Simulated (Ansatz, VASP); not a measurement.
## Two plane-wave programs on TiO2

```xyz
6
Lattice="4.9015 0.0000 0.0000 0.0000 4.9015 0.0000 0.0000 0.0000 2.6597" Properties=species:S:1:pos:R:3 pbc="T T T"
Ti    0.0000    0.0000    0.0000
Ti    2.4508    2.4508    1.3298
O     1.4955    1.4955    0.0000
O     0.9553    3.9463    1.3298
O     3.4060    3.4060    0.0000
O     3.9463    0.9553    1.3298
```

Alike in both runs: task single point; functional PBE; k mesh 8 × 8 × 10; occupations gaussian, width 0.05 eV; no spin polarisation.

|  | VASP | Ansatz |
| --- | --- | --- |
| version | VASP 6.6.1 | Ansatz 0.2.0 |
| potentials or method | VASP PAW PBE potentials, release 64 (Ti_sv, O), cutoff 520 eV | scalar-relativistic, plane waves, PAW |
| valence electrons in the cell | 48 | 48 |

VASP gave:

| Property | Result |
| --- | --- |
| gap on the k mesh at the Fermi level (eV) | 1.57 |
| least direct gap on the mesh (eV) | 1.59 |
| pressure (GPa) | 11.2 |
| traceless stress, the component that is largest in VASP (GPa) | 35.41 |
| rms of the force components (eV/Å) | 0.084 |

**Question.** Estimate Ansatz's values.

**Answer.** gap on the k mesh at the Fermi level (eV): 1.59; least direct gap on the mesh (eV): 1.60; pressure (GPa): 10.5; traceless stress, the component that is largest in VASP (GPa): 35.12; rms of the force components (eV/Å): 0.047.

Atom by atom the forces differ by 0.037 eV/Å (rms over components). With one functional, cell and mesh, what is left measures potentials, basis and numerics.
